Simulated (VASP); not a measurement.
KI, 2 atoms in the cell. It takes space group I4/mmm (No. 139, tetragonal). Conventional cell: a = 4.938 Å, b = 4.938 Å, c = 7.175 Å, α = 90.00°, β = 90.00°, γ = 90.00°. K (site symmetry 4/mmm) has 6 I at 3.49 to 3.59 Å within 4.6 Å. Within 4.6 Å of I (site symmetry 4/mmm) lie 6 K at 3.49 to 3.59 Å. 

| Quantity | Value |
| --- | --- |
| Program | VASP 6.6.1 |
| Task | single point |
| Functional | PBE |
| Potentials or basis | VASP PAW PBE potentials, release 64 (K_sv, I) |
| Cutoff | 520 eV |
| k mesh | 6 × 6 × 6 |
| Occupations | gaussian, width 0.05 eV |
| Spin | no spin polarisation |
| Dipole correction | no |
| Further INCAR settings | ALGO = Normal; EDIFF = 1e-07; NBANDS = 15 |

Potentials or basis: VASP PAW PBE potentials, release 64 (K_sv, I).

Launch:

```bash
$ cat potpaw_PBE.64/K_sv/POTCAR potpaw_PBE.64/I/POTCAR > POTCAR
$ mpirun -np 1 vasp_std > vasp.out
```

Hardware: 1 thread of AMD EPYC 7R13 Processor (Zen 3), with other jobs on the host.

Q: Estimate the wall time of this run.

A: It took 100 s on 1 thread of AMD EPYC 7R13 Processor (Zen 3), with other jobs on the host, peak memory 0.21 GiB. Counts: scf iterations 15, k points 30.
